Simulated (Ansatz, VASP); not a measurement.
Two plane-wave programs on Ir

```
Ir
1.0
     0.00000    2.14889    1.57793
     2.14889    0.00000    1.57793
     2.14889    2.14889    0.00000
Ir
1
Direct
  0.00000 0.00000 0.00000
```

Alike in both runs: task single point; functional LDA; k mesh 22 × 22 × 22; occupations gaussian, width 0.15 eV; no spin polarisation.

|  | VASP | Ansatz |
| --- | --- | --- |
| version | VASP 6.6.1 | Ansatz 0.2.0 |
| potentials or method | VASP PAW LDA potentials, release 64 (Ir), cutoff 520 eV | scalar-relativistic, plane waves, PAW |
| valence electrons in the cell | 9 | 17 |

VASP gave:

```
gap on the k mesh at the Fermi level (eV)                     : none
pressure (GPa)                                                : -4.5
traceless stress, the component that is largest in VASP (GPa) : 14.92
```

Estimate Ansatz's values.

gap on the k mesh at the Fermi level (eV): none; pressure (GPa): -6.6; traceless stress, the component that is largest in VASP (GPa): 15.30.

LDA's correlation is that of Perdew and Zunger in VASP and of Perdew and Wang (1992) in Ansatz. A gap of «none» marks a metal or a gap that the smearing closes. VASP's potentials hold 9 valence electrons a cell and Ansatz's 17, so a difference there can come from the potentials and not from the codes.

Neither program's run includes spin-orbit coupling.
